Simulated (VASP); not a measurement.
Ag, 1 atom in the cell. Symmetry: I4/mmm, No. 139, tetragonal system. The conventional cell has a = 3.145 Å, b = 3.145 Å, c = 2.940 Å, α = 90.00°, β = 90.00°, γ = 90.00°. Ag (site symmetry 4/mmm) has 14 Ag at 2.67 to 3.14 Å within 3.5 Å. 

- Program: VASP 6.6.1
- Task: relaxation of cell and atoms
- Functional: PBE
- Potentials or basis: VASP PAW PBE potentials, release 64 (Ag)
- Cutoff: 600 eV
- k mesh: 10 × 10 × 10
- Occupations: gaussian, width 0.1 eV
- Spin: no spin polarisation
- Dipole correction: no
- Further INCAR settings: ALGO = Normal; EDIFF = 1e-06; IBRION = 2; EDIFFG = -0.05; NSW = 80; ISIF = 3

Potentials or basis: VASP PAW PBE potentials, release 64 (Ag).

Run with:

```bash
$ cat potpaw_PBE.64/Ag/POTCAR > POTCAR
$ mpirun -np 1 vasp_std > vasp.out
```

Hardware: 1 thread of Intel(R) Xeon(R) Platinum 8488C (Sapphire Rapids), on a shared host.

Question: How long does it take, and how much memory?

Answer: Run time: 31 s on 1 thread of Intel(R) Xeon(R) Platinum 8488C (Sapphire Rapids), on a shared host, peak memory 0.16 GiB. Counts: scf iterations 44, k points 102, ion steps 6.
